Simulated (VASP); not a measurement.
A run of VASP 6.6.1:

The input INCAR:

```
SYSTEM = Rh
PREC     = Accurate       ! precision mode
ENCUT    = 520            ! plane-wave cutoff, eV
EDIFF    = 1E-6           ! SCF threshold, eV
ISMEAR   = 1              ! smearing method
SIGMA    = 0.1            ! smearing width, eV
LREAL    = .False.        ! projectors in reciprocal space
LASPH    = .True.         ! aspherical terms in the spheres
NELM     = 80             ! most SCF steps
ALGO     = Normal         ! electronic algorithm
ISIF     = 2              ! what is computed and relaxed
LWAVE    = .False.        ! write WAVECAR
LCHARG   = .True.         ! write CHGCAR
LELF     = .True.         ! ELF
LVHAR    = .True.       
NBANDS   = 22             ! bands
```

The input KPOINTS:

```
regular mesh
0
Gamma
  9 9 5
  0 0 0
```

File POSCAR:

```
Rh
1.0
    2.7309790000      0.0000000000      0.0000000000
   -1.3654900000      2.3650970000      0.0000000000
    0.0000000000      0.0000000000      4.4284890000
Rh
2
Direct
    0.6666666667      0.3333333333      0.7500000000
    0.3333333333      0.6666666667      0.2500000000
```

Potentials or basis: VASP PAW LDA potentials, release 64 (Rh_pv).

The run is started by

```sh
$ cat potpaw_LDA.64/Rh_pv/POTCAR > POTCAR
$ mpirun -np 1 vasp_std > vasp.out
```

Hardware: 1 thread of Intel Xeon 8259CL (shared host).

**Question.** Estimate the wall time of this run.

**Answer.** Wall time 26 s on 1 thread of Intel Xeon 8259CL, with other jobs on the host, peak memory 0.14 GiB. Counts: scf iterations 11, k points 36.
